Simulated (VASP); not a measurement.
Crystal: Y.

```
Y
1.0
     3.64740    0.00000    0.00000
    -1.82370    3.15874    0.00000
     0.00000    0.00000    5.73060
Y
2
Direct
  0.33333 0.66667 0.25000
  0.66667 0.33333 0.75000
```

* Program: VASP 6.6.1
* Task: relaxation of cell and atoms
* Functional: PBEsol
* Potentials or basis: VASP PAW PBE potentials, release 64 (Y_sv)
* Cutoff: 600 eV
* k mesh: 8 × 8 × 5
* Occupations: fermi-dirac, width 0.1 eV
* Spin: no spin polarisation

At the start: pressure -2.1 GPa; volume 33.01 Å³/atom.

Q: Where does the relaxation end?

A: Over 3 steps the energy falls by 11.7 meV/atom and the volume is 31.28 Å³/atom (-5.2 %); space group P6_3/mmc (No. 194, to 0.05 Å).

The path:
```csv
step,energy change (eV),largest force (eV/Å),pressure (GPa),volume (Å³)
1,0.0000,0.0000,-2.07,66.02
2,-0.0227,0.0000,0.37,62.03
3,-0.0233,0.0000,0.01,62.56
```

Final structure:
```cif
data_structure
_symmetry_space_group_name_H-M 'P 1'
_symmetry_Int_Tables_number 1
_cell_length_a 3.5860
_cell_length_b 3.5860
_cell_length_c 5.6174
_cell_angle_alpha 90.000
_cell_angle_beta 90.000
_cell_angle_gamma 120.000
_cell_volume 62.56
loop_
_atom_site_label
_atom_site_type_symbol
_atom_site_fract_x
_atom_site_fract_y
_atom_site_fract_z
_atom_site_occupancy
Y1 Y 0.33333 0.66667 0.25000 1
Y2 Y 0.66667 0.33333 0.75000 1
```

Caveat: the PAW data sets were made with another functional, which shifts forces and pressure a little.
